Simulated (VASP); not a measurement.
# Rb (Fm-3m) in VASP: further runs

Rb is run at these levels: revPBE; tasks: single point.

Everything below comes from runs of VASP 6.6.1. Logs are shortened: lines on timing, memory, paths and dates and some standing lists are left out, and cuts for length are marked.

## 1. The cell of the first run

It takes space group Fm-3m (No. 225, cubic). Conventional cell: a = 7.552 Å, b = 7.552 Å, c = 7.552 Å, α = 90.00°, β = 90.00°, γ = 90.00°.

This isn't the form of Rb at room conditions, which is bcc.

## 2. Single point, revPBE (107.69 Å³/atom)

The input, INCAR:

```
SYSTEM = Rb
ALGO = Normal
EDIFF = 1E-6
ENCUT = 520
GGA = RE
ISIF = 2
ISMEAR = -1
LASPH = .TRUE.
LCHARG = .FALSE.
LREAL = .FALSE.
LWAVE = .FALSE.
NBANDS = 10
NELM = 80
PREC = Accurate
SIGMA = 0.1
```

The input, KPOINTS:

```
k-points
0
G
  9 9 9
  0 0 0
```

The input, POSCAR:

```
Rb
1.0
    0.0000000000      3.7761127109      3.7761127109
    3.7761127109      0.0000000000      3.7761127109
    3.7761127109      3.7761127109      0.0000000000
Rb
1
Direct
    0.0000000000      0.0000000000      0.0000000000
```

Potentials or basis: VASP PAW PBE potentials, release 64 (Rb_sv).

Launch:

```console
$ cat potpaw_PBE.64/Rb_sv/POTCAR > POTCAR
$ mpirun -np 1 vasp_std > vasp.out
```

OUTCAR:

```text
SYSTEM = Rb
   EDIFF = 1E-6
   ENCUT = 520
   GGA = RE
   ISIF = 2
   ISMEAR = -1
   LASPH = .TRUE.
   LREAL = .FALSE.
   NELM = 80
   PREC = Accurate

 ion  position               nearest neighbor table
   1  0.000  0.000  0.000-

  LATTYP: Found a face centered cubic cell.
 ALAT       =     7.5522254218

  Lattice vectors:

 A1 = (   0.0000000000,   3.7761127109,   3.7761127109)
 A2 = (   3.7761127109,   0.0000000000,   3.7761127109)
 A3 = (   3.7761127109,   3.7761127109,   0.0000000000)

Analysis of symmetry for initial positions (statically):
=====================================================================
 Subroutine PRICEL returns:
 Original cell was already a primitive cell.

 Routine SETGRP: Setting up the symmetry group for a
 face centered cubic supercell.

 Subroutine GETGRP returns: Found 48 space group operations
 (whereof 48 operations were pure point group operations)
 out of a pool of 48 trial point group operations.

The static configuration has the point symmetry O_h .

Analysis of symmetry for dynamics (positions and initial velocities):
=====================================================================
 Subroutine PRICEL returns:
 Original cell was already a primitive cell.

 Routine SETGRP: Setting up the symmetry group for a
 face centered cubic supercell.

 Subroutine GETGRP returns: Found 48 space group operations
 (whereof 48 operations were pure point group operations)
 out of a pool of 48 trial point group operations.

The dynamic configuration has the point symmetry O_h .

 Subroutine INISYM returns: Found 48 space group operations
 (whereof 48 operations are pure point group operations),
 and found     1 'primitive' translations

----------------------------------------------------------------------------------------

                                     Primitive cell

  volume of cell :     107.6874

  direct lattice vectors                    reciprocal lattice vectors
     0.000000000  3.776112711  3.776112711    -0.132411302  0.132411302  0.132411302
     3.776112711  0.000000000  3.776112711     0.132411302 -0.132411302  0.132411302
     3.776112711  3.776112711  0.000000000     0.132411302  0.132411302 -0.132411302

  length of vectors
     5.340229809  5.340229809  5.340229809     0.229343102  0.229343102  0.229343102

  position of ions in fractional coordinates (direct lattice)
     0.000000000  0.000000000  0.000000000

  ion indices of the primitive-cell ions
   primitive index   ion index
[... 77 lines left out ...]
   IBRION =     -1    ionic relax: 0-MD 1-quasi-New 2-CG
   NFREE  =      0    steps in history (QN), initial steepest desc. (CG)
   ISIF   =      2    stress and relaxation
   ISYM   =      2    0-nonsym 1-usesym 2-fastsym
   POTIM  = 0.5000    time-step for ionic-motion
   TEBEG  =    0.0;   TEEND  =   0.0 temperature during run
   PSTRESS=    0.0 pullay stress
   NELECT =       9.0000    total number of electrons
   NUPDOWN=      -1.0000    fix difference up-down
   EMIN   =  10.00;   EMAX   =-10.00  energy-range for DOS
   EFERMI =   0.00;   METHOD = LEGACY
   ISMEAR =    -1;   SIGMA  =   0.10  broadening in eV -4-tet -1-fermi 0-gaus
   EFERMI_NEDOS =   21; number of points for ismear=-14 and -15
   IALGO  =     38    algorithm
   IMIX   =      4    mixing-type and parameters
     AMIX     =   0.40;   BMIX     =  1.00
     AMIX_MAG =   1.60;   BMIX_MAG =  1.00
  volume/ion in A,a.u.               =     107.69       726.71
  Fermi-wavevector in a.u.,A,eV,Ry     =   0.715760  1.352590  6.970432  0.512312
  Thomas-Fermi vector in A             =   1.804004
   LORBIT       =      0    0 simple, 1 ext, 2 COOP (PROOUT), +10 PAW based schemes
   GGA     = RE    functional components
   LHFCALC =     F    Hartree Fock is set to
   AEXX    =    0.0000 exact exchange contribution
   IVDW    =     0    specifies the selected vdW correction
   LEPSILON=     F    determine dielectric tensor
   LRPA    =     F    only Hartree local field effects (RPA)
 non-spin polarized calculation
  energy-cutoff  :      520.00
  volume of cell :      107.69
 maximum number of plane-waves:      2913
   NGX = 19   NGY = 19   NGZ = 19

 number of electron       9.0000000 magnetization

 Free energy of the ion-electron system (eV)
  ---------------------------------------------------
  ext. energy  EPLUGINS =         0.00000000
  ---------------------------------------------------
  free energy    TOTEN  =        -0.84601279 eV

  energy without entropy =       -0.81428698  energy(sigma->0) =       -0.83014989

 E-fermi :  -0.2154     XC(G=0):  -4.9701

 val. band max:       -0.2978099586   @ k =   0.4444   0.0000   0.0000
 cond. band min:      -0.1715368104   @ k =   0.4444   0.3333   0.0000
 fundamental gap:      0.1262731483
 Fermi energy:        -0.2153633599

 k-point     1 :       0.0000    0.0000    0.0000
  band No.  band energies     occupation
      1     -29.2751      2.00000
      2     -13.3366      2.00000
      3     -13.3366      2.00000
      4     -13.3366      2.00000
      5      -1.9757      2.00000
      6       3.2468      0.00000
      7       3.2468      0.00000
      8       3.2468      0.00000
      9       4.4420      0.00000
     10       4.4420      0.00000
[... 287 lines left out ...]
 k-point    24 :       0.4444    0.4444    0.0000
  band No.  band energies     occupation
      1     -29.2731      2.00000
      2     -13.3821      2.00000
      3     -13.3545      2.00000
      4     -13.3545      2.00000
      5       0.1854      0.03571
      6       1.2359      0.00000
      7       1.6628      0.00000
      8       3.7155      0.00000
      9       3.7155      0.00000
     10       4.1459      0.00000

 [... further k-points ...]

------------------------ aborting loop because EDIFF is reached ----------------------------------------

  FORCE on cell =-STRESS in cart. coord.  units (eV):
  Direction    XX          YY          ZZ          XY          YZ          ZX
  --------------------------------------------------------------------------------------
  -------------------------------------------------------------------------------------
  Total       -0.1017469     -0.1017469     -0.1017469     -0.0000000      0.0000000      0.0000000
  in kB       -1.5137944     -1.5137944     -1.5137944     -0.0000000      0.0000000      0.0000000
  external PRESSURE =      -1.5137944 kB  Pullay stress =       0.0000000 kB

 VOLUME and BASIS-vectors are now :
 -----------------------------------------------------------------------------
  energy-cutoff  :      520.00
  volume of cell :      107.69
      direct lattice vectors                 reciprocal lattice vectors
     0.000000000  3.776112711  3.776112711    -0.132411302  0.132411302  0.132411302
     3.776112711  0.000000000  3.776112711     0.132411302 -0.132411302  0.132411302
     3.776112711  3.776112711  0.000000000     0.132411302  0.132411302 -0.132411302

 POSITION                                       TOTAL-FORCE (eV/Angst)
 -----------------------------------------------------------------------------------
      0.00000      0.00000      0.00000         0.000000      0.000000      0.000000
 -----------------------------------------------------------------------------------
    total drift:                               -0.000000     -0.000000     -0.000000

  FREE ENERGIE OF THE ION-ELECTRON SYSTEM (eV)
  ---------------------------------------------------
  free  energy   TOTEN  =        -0.8460127935 eV

  energy  without entropy=       -0.8142869803  energy(sigma->0) =       -0.83014989
```

stdout:

```text
POSCAR found type information on POSCAR Rb
 POSCAR found :  1 types and       1 ions
 scaLAPACK will be used
 -----------------------------------------------------------------------------
|                                                                             |
|                                                                             |
|     You enforced a specific xc type in the INCAR file but a different       |
|     I HOPE YOU KNOW WHAT YOU ARE DOING!                                     |
|                                                                             |
 -----------------------------------------------------------------------------

 LDA part: xc-table for (Slater+PW92), standard interpolation
 POSCAR, INCAR and KPOINTS ok, starting setup
 FFT: planning ... GRIDC
 FFT: planning ... GRID_SOFT
 FFT: planning ... GRID
 WAVECAR not read
 entering main loop
```

Run time: 19 s. Hardware: 1 thread of Intel Xeon Platinum 8259CL at 2.50GHz (Skylake/Cascade Lake), shared host; peak memory 0.23 GiB.

Results:

| Quantity | Value |
| --- | --- |
| Free energy | -0.8460 eV |
| Pressure | -0.2 GPa |
| Band gap on the k mesh | zero (an odd number of electrons rules out a gap without spin polarisation) |

Caveat: the PAW data sets were made with another functional, which shifts forces and pressure a little.

## 3. Single point, revPBE (111.68 Å³/atom)

This run uses another cell than the first one, of 111.68 Å³/atom.

The input, INCAR:

```
ALGO = Normal
EDIFF = 1E-6
ENCUT = 520
GGA = RE
ISIF = 2
ISMEAR = -1
LASPH = True
LCHARG = False
LREAL = False
LWAVE = False
NBANDS = 10
NELM = 80
PREC = Accurate
SIGMA = 0.1
```

The input, KPOINTS:

```
k-points
0
Gamma
  9 9 9
```

The input, POSCAR:

```
Rb
1.0
    0.0000000000      3.8221674048      3.8221674048
    3.8221674048      0.0000000000      3.8221674048
    3.8221674048      3.8221674048      0.0000000000
Rb
1
Direct
    0.0000000000      0.0000000000      0.0000000000
```

Potentials or basis: VASP PAW PBE potentials, release 64 (Rb_sv).

Launch:

```console
$ cat potpaw_PBE.64/Rb_sv/POTCAR > POTCAR
$ mpirun -np 1 vasp_std > vasp.out
```

It took 21 s on 1 thread of Intel Xeon Platinum 8259CL at 2.50GHz (Skylake/Cascade Lake), shared host; peak memory 0.24 GiB.

The run converged. Its results:

```yaml
Free_energy: -0.8414 eV
Pressure: -0.2 GPa
Band_gap_on_the_k_mesh: zero (an odd number of electrons rules out a gap without spin polarisation)
```

Levels at points of the mesh, in eV from the Fermi level:
```csv
k point,band 3,band 4,band 5,band 6,band 7,band 8
"(0.00, 0.00, 0.00)",-13.15,-13.15,-1.72,3.43,3.43,3.43
```

Caveat: the PAW data sets were made with another functional, which shifts forces and pressure a little.
